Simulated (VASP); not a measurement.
# Hg2Se (Fmmm) in VASP: density of states with PBE

Aim: the density of states of Hg2Se with PBE.

All numbers are computed with VASP 6.6.1; they aren't measurements. Logs are shortened: lines on timing, memory, paths and dates and some standing lists are left out, and cuts for length are marked.

## (1) The cell of the first run

The structure is orthorhombic, space group Fmmm (No. 69). Conventional cell: a = 5.842 Å, b = 6.667 Å, c = 8.313 Å, α = 90.00°, β = 90.00°, γ = 90.00°. Hg (site symmetry mm2) has 3 Se at 2.76 to 3.24 Å and 3 Hg at 2.79 to 3.22 Å within 3.6 Å. Within 3.6 Å of Se (site symmetry mmm) lie 6 Hg at 2.76 to 3.24 Å.

## (2) Density of states, PBE

File POSCAR:

```
Hg2Se
1.0
    0.0000000000      3.3337148237      4.1566801299
    2.9208944226      0.0000000000      4.1566801299
    2.9208944226      3.3337148237      0.0000000000
Hg Se
2 1
Direct
    0.8320031206      0.8320031206      0.1679968794
    0.1679968794      0.1679968794      0.8320031206
    0.5000000000      0.5000000000      0.5000000000
```

File INCAR.step1:

```
SYSTEM = Hg2Se
ALGO = Normal ; EDIFF = 1E-7
ENCUT = 520 ; GGA = PE
ISIF = 2 ; ISMEAR = 0
LASPH = .TRUE. ; LCHARG = .TRUE.
LREAL = .FALSE. ; LWAVE = .FALSE.
NBANDS = 22 ; NELM = 60
PREC = Accurate ; SIGMA = 0.1
```

File KPOINTS.step1:

```
k-points
0
G
  12 12 12
  0 0 0
```

File INCAR.step2:

```
SYSTEM = Hg2Se
ALGO = Normal ; EDIFF = 1E-7
ENCUT = 520 ; GGA = PE
ICHARG = 11 ; ISIF = 2
ISMEAR = -5 ; LASPH = .TRUE.
LCHARG = .FALSE. ; LORBIT = 11
LREAL = .FALSE. ; LWAVE = .FALSE.
NEDOS = 2001 ; NELM = 60
PREC = Accurate ; SIGMA = 0.1
```

File KPOINTS.step2:

```
k-points
0
G
  18 18 18
  0 0 0
```

Potentials or basis: VASP PAW PBE potentials, release 64 (Hg, Se).

On the command line:

```
$ cat potpaw_PBE.64/Hg/POTCAR potpaw_PBE.64/Se/POTCAR > POTCAR
$ cp INCAR.step1 INCAR
$ cp KPOINTS.step1 KPOINTS
$ mpirun -np 1 vasp_std > vasp.out
$ cp INCAR.step2 INCAR
$ cp KPOINTS.step2 KPOINTS
$ mpirun -np 1 vasp_std > vasp.out
```

OUTCAR:

```text
SYSTEM = Hg2Se
   EDIFF = 1E-7
   ENCUT = 520
   GGA = PE
   ICHARG = 11
   ISIF = 2
   ISMEAR = -5
   LASPH = .TRUE.
   LORBIT = 11
   LREAL = .FALSE.
   NELM = 60
   PREC = Accurate

 ion  position               nearest neighbor table
   1  0.832  0.832  0.168-   3 2.76   2 2.79   2 3.22   2 3.22   3 3.24   3 3.24   2 3.60   2 3.60

   2  0.168  0.168  0.832-   3 2.76   1 2.79   1 3.22   1 3.22   3 3.24   3 3.24   1 3.60   1 3.60

   3  0.500  0.500  0.500-   1 2.76   2 2.76   2 3.24   2 3.24   1 3.24   1 3.24

  LATTYP: Found a face centered orthorhombic cell.
 ALAT       =     5.8417888452
 B/A-ratio  =     1.1413335579
 C/A-ratio  =     1.4230846886

  Lattice vectors:

 A1 = (   0.0000000000,   3.3337148237,   4.1566801299)
 A2 = (   2.9208944226,   0.0000000000,   4.1566801299)
 A3 = (   2.9208944226,   3.3337148237,   0.0000000000)

Analysis of symmetry for initial positions (statically):
=====================================================================
 Subroutine PRICEL returns:
 Original cell was already a primitive cell.

 Routine SETGRP: Setting up the symmetry group for a
 face centered orthorhombic supercell.

 Subroutine GETGRP returns: Found  8 space group operations
 (whereof  8 operations were pure point group operations)
 out of a pool of  8 trial point group operations.

The static configuration has the point symmetry D_2h.

Analysis of symmetry for dynamics (positions and initial velocities):
=====================================================================
 Subroutine PRICEL returns:
 Original cell was already a primitive cell.

 Routine SETGRP: Setting up the symmetry group for a
 face centered orthorhombic supercell.

 Subroutine GETGRP returns: Found  8 space group operations
 (whereof  8 operations were pure point group operations)
 out of a pool of  8 trial point group operations.

The dynamic configuration has the point symmetry D_2h.

 Subroutine INISYM returns: Found  8 space group operations
 (whereof  8 operations are pure point group operations),
 and found     1 'primitive' translations

----------------------------------------------------------------------------------------

                                     Primitive cell

  volume of cell :      80.9508

  direct lattice vectors                    reciprocal lattice vectors
     0.000000000  3.333714824  4.156680130    -0.171180443  0.149982835  0.120288303
     2.920894423  0.000000000  4.156680130     0.171180443 -0.149982835  0.120288303
     2.920894423  3.333714824  0.000000000     0.171180443  0.149982835 -0.120288303

[... 96 lines left out ...]
   TEBEG  =    0.0;   TEEND  =   0.0 temperature during run
   PSTRESS=    0.0 pullay stress
   NELECT =      30.0000    total number of electrons
   NUPDOWN=      -1.0000    fix difference up-down
   EMIN   =  10.00;   EMAX   =-10.00  energy-range for DOS
   EFERMI =   0.00;   METHOD = LEGACY
   ISMEAR =    -5;   SIGMA  =   0.10  broadening in eV -4-tet -1-fermi 0-gaus
   EFERMI_NEDOS =   21; number of points for ismear=-14 and -15
   IALGO  =     38    algorithm
   IMIX   =      4    mixing-type and parameters
     AMIX     =   0.40;   BMIX     =  1.00
     AMIX_MAG =   1.60;   BMIX_MAG =  1.00
  volume/ion in A,a.u.               =      26.98       182.09
  Fermi-wavevector in a.u.,A,eV,Ry     =   1.175912  2.222152 18.813726  1.382770
  Thomas-Fermi vector in A             =   2.312285
   LORBIT       =     11    0 simple, 1 ext, 2 COOP (PROOUT), +10 PAW based schemes
   GGA     = PE    functional components
   LHFCALC =     F    Hartree Fock is set to
   AEXX    =    0.0000 exact exchange contribution
   IVDW    =     0    specifies the selected vdW correction
   LEPSILON=     F    determine dielectric tensor
   LRPA    =     F    only Hartree local field effects (RPA)
 non-spin polarized calculation
 Fermi weights with tetrahedron method with Bloechl corrections
  energy-cutoff  :      520.00
  volume of cell :       80.95
 maximum number of plane-waves:      2210

 number of electron      30.0000000 magnetization

 Free energy of the ion-electron system (eV)
  ---------------------------------------------------
  ext. energy  EPLUGINS =         0.00000000
  ---------------------------------------------------
  free energy    TOTEN  =        -3.48966192 eV

  energy without entropy =       -3.48966192  energy(sigma->0) =       -3.48966192

 E-fermi :   1.8711     XC(G=0):  -9.7239

 val. band max:        1.9101963291   @ k =  -0.3889   0.2222   0.1111
 cond. band min:       1.7969277206   @ k =  -0.1667   0.1667   0.3333
 fundamental gap:     -0.1132686084
 Fermi energy:         1.8710695615

 k-point     1 :       0.0000    0.0000    0.0000
  band No.  band energies     occupation
      1     -10.9443      2.00000
      2      -5.2274      2.00000
      3      -5.0412      2.00000
      4      -4.8884      2.00000
      5      -4.8753      2.00000
      6      -4.8395      2.00000
[... 505 lines left out ...]
      6      -4.6333      2.00000
[... 11 lines left out ...]
     18       5.9847      0.00000
     19       6.8999      0.00000

 [... further k-points ...]

------------------------ aborting loop because EDIFF is reached ----------------------------------------

  FORCE on cell =-STRESS in cart. coord.  units (eV):
  Direction    XX          YY          ZZ          XY          YZ          ZX
  --------------------------------------------------------------------------------------
  -------------------------------------------------------------------------------------
  Total        0.0196766     -0.0191612      0.2433732      0.0000000      0.0000000      0.0000000
  in kB        0.3894394     -0.3792386      4.8168433      0.0000000      0.0000000      0.0000000
  external PRESSURE =       1.6090147 kB  Pullay stress =       0.0000000 kB

 VOLUME and BASIS-vectors are now :
 -----------------------------------------------------------------------------
  energy-cutoff  :      520.00
  volume of cell :       80.95
      direct lattice vectors                 reciprocal lattice vectors
     0.000000000  3.333714824  4.156680130    -0.171180443  0.149982835  0.120288303
     2.920894423  0.000000000  4.156680130     0.171180443 -0.149982835  0.120288303
     2.920894423  3.333714824  0.000000000     0.171180443  0.149982835 -0.120288303

 POSITION                                       TOTAL-FORCE (eV/Angst)
 -----------------------------------------------------------------------------------
      2.92089      3.33371      6.91674         0.000000      0.000000     -0.037774
      2.92089      3.33371      1.39662         0.000000      0.000000      0.037774
      2.92089      3.33371      4.15668        -0.000000      0.000000      0.000000
 -----------------------------------------------------------------------------------
    total drift:                               -0.000000     -0.000000     -0.000000

  FREE ENERGIE OF THE ION-ELECTRON SYSTEM (eV)
  ---------------------------------------------------
  free  energy   TOTEN  =        -3.4896619197 eV

  energy  without entropy=       -3.4896619197  energy(sigma->0) =       -3.48966192

 total charge

# of ion       s       p       d       tot
------------------------------------------
    1        0.841   0.221   9.350  10.412
    2        0.841   0.221   9.350  10.412
    3        1.511   2.164   0.025   3.700
--------------------------------------------------
tot          3.192   2.606  18.726  24.523
```

OSZICAR.step1:

```text
N       E                     dE             d eps       ncg     rms          rms(c)
DAV:   1     0.207532673109E+03    0.20753E+03   -0.14324E+04 12320   0.125E+03
DAV:   2     0.459409330744E+01   -0.20294E+03   -0.19172E+03 13508   0.307E+02
DAV:   3    -0.398982319041E+01   -0.85839E+01   -0.85023E+01 14548   0.632E+01
DAV:   4    -0.404045453019E+01   -0.50631E-01   -0.50607E-01 13502   0.447E+00
DAV:   5    -0.404063808607E+01   -0.18356E-03   -0.18355E-03 15020   0.264E-01    0.609E+00
DAV:   6    -0.350238434821E+01    0.53825E+00   -0.14354E+00 16010   0.998E+00    0.511E+00
DAV:   7    -0.349804362897E+01    0.43407E-02   -0.15746E-01 13298   0.225E+00    0.270E+00
DAV:   8    -0.349293170975E+01    0.51119E-02   -0.16619E-02 14390   0.104E+00    0.220E-01
DAV:   9    -0.349248296739E+01    0.44874E-03   -0.34988E-03 14354   0.456E-01    0.682E-02
DAV:  10    -0.349255366831E+01   -0.70701E-04   -0.32547E-04 13724   0.137E-01    0.261E-02
DAV:  11    -0.349256355476E+01   -0.98865E-05   -0.19017E-05 14498   0.273E-02    0.764E-03
DAV:  12    -0.349256413726E+01   -0.58250E-06   -0.28406E-06 13508   0.964E-03    0.185E-03
DAV:  13    -0.349256406221E+01    0.75047E-07   -0.20366E-07 11892   0.223E-03
   1 F= -.34925641E+01 E0= -.34899264E+01  d E =-.527535E-02
```

It took 29 min on 1 thread of AMD EPYC 9R45, shared host; peak memory 1.2 GiB.

What came out:

```yaml
Valence_electrons_inside_the_program's_atomic_spheres: Hg 10.41; Se 3.70
```

Levels at points of the mesh, in eV from the Fermi level:
| k point | band 13 | band 14 | band 15 | band 16 | band 17 | band 18 |
| --- | --- | --- | --- | --- | --- | --- |
| (0.00, 0.00, 0.00) | -1.44 | -0.92 | -0.77 | 1.83 | 2.58 | 3.45 |
| (0.50, 0.00, 0.00) | -2.72 | -1.83 | -0.86 | 1.14 | 3.18 | 4.76 |
| (0.50, 0.50, 0.00) | -2.61 | -2.38 | -1.45 | 2.61 | 5.10 | 5.94 |
| (0.50, 0.00, 0.50) | -3.28 | -2.50 | -1.51 | 1.41 | 2.08 | 3.69 |
| (0.00, 0.50, 0.50) | -3.43 | -3.13 | -1.63 | 1.10 | 2.56 | 4.58 |

Caveat: spin-orbit coupling is left out, which moves the levels of the heavy elements; tetrahedron occupations give inexact forces and stress in metals.
